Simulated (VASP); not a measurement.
Input of a VASP 6.6.1 run:

INCAR

```
PREC = Accurate
ENCUT = 520
EDIFF = 1E-7
ISMEAR = 0
SIGMA = 0.1
LREAL = F
LASPH = T
NELM = 80
ALGO = Normal
ISIF = 2
LWAVE = F
LCHARG = T
GGA = PE
LELF = T
LVHAR = T
NBANDS = 15
```

Contents of KPOINTS:

```
Automatic mesh
0
Gamma
  21 21 12
```

File POSCAR:

```
Fe
1.0
    2.3556635941      0.0000000000      0.0000000000
   -1.1778317970      2.0400645153      0.0000000000
    0.0000000000      0.0000000000      3.7350420453
Fe
2
Direct
    0.3333333333      0.6666666667      0.2500000000
    0.6666666667      0.3333333333      0.7500000000
```

Potentials or basis: VASP PAW PBE potentials, release 64 (Fe).

Launch:

```sh
$ cat potpaw_PBE.64/Fe/POTCAR > POTCAR
$ mpirun -np 1 vasp_std > vasp.out
```

**Question.** Estimate the pressure.

**Answer.** 48.5 GPa.

**Question.** Estimate the band gap on the k mesh.

**Answer.** Zero (band 8 reaches 9.54 eV, above the bottom of band 9 at 7.28 eV).

Stress tensor (GPa, compression positive):
```
48.60  0.00  0.00
 0.00 48.60  0.00
 0.00  0.00 48.38
```

Caveat: the run has no spin polarisation, though such a crystal can be magnetic. Spin polarisation is off, so any magnetic state and its effect on volume and gap are missing.
